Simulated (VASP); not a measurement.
A run of VASP 6.6.1 is set up as follows.

File INCAR:

```
  PREC = Accurate
  ENCUT = 520
  EDIFF = 1E-6
  ISMEAR = 0
  SIGMA = 0.15
  LREAL = F
  LASPH = T
  NELM = 80
  ALGO = Normal
  ISIF = 2
  LWAVE = F
  LCHARG = T
  GGA = PE
  LELF = T
  LVHAR = T
  NBANDS = 16
```

KPOINTS

```
Automatic mesh
0
Gamma
  18 18 16
```

File POSCAR:

```
WC
1.0
    2.9005014360      0.0000000000      0.0000000000
   -1.4502507180      2.5119079273     -0.0251190793
    0.0000000000     -0.0282900000      2.8290000000
W C
1 1
Direct
    0.0000000000      0.0000000000      0.0000000000
    0.6666666667      0.3333333333      0.5000000000
```

Potentials or basis: VASP PAW PBE potentials, release 64 (W_sv, C).

Command:

```sh
$ cat potpaw_PBE.64/W_sv/POTCAR potpaw_PBE.64/C/POTCAR > POTCAR
$ mpirun -np 1 vasp_std > vasp.out
```

Problem. What does it give for the band gap on the k mesh?

Solution. Zero (band 9 reaches 11.81 eV, above the bottom of band 10 at 10.59 eV).

Problem. What does it give for the pressure?

Solution. 9.8 GPa.

Forces in eV/Å, atoms in the order of the input:
```
W    0.000  0.012  0.000
C    0.000 -0.012  0.000
```

Caveat: the cell differs from its parent crystal (strain -0.0200 x Voigt [0, 0, 0, 1, 0, 0]); spin-orbit coupling is left out, which moves the levels of the heavy elements.
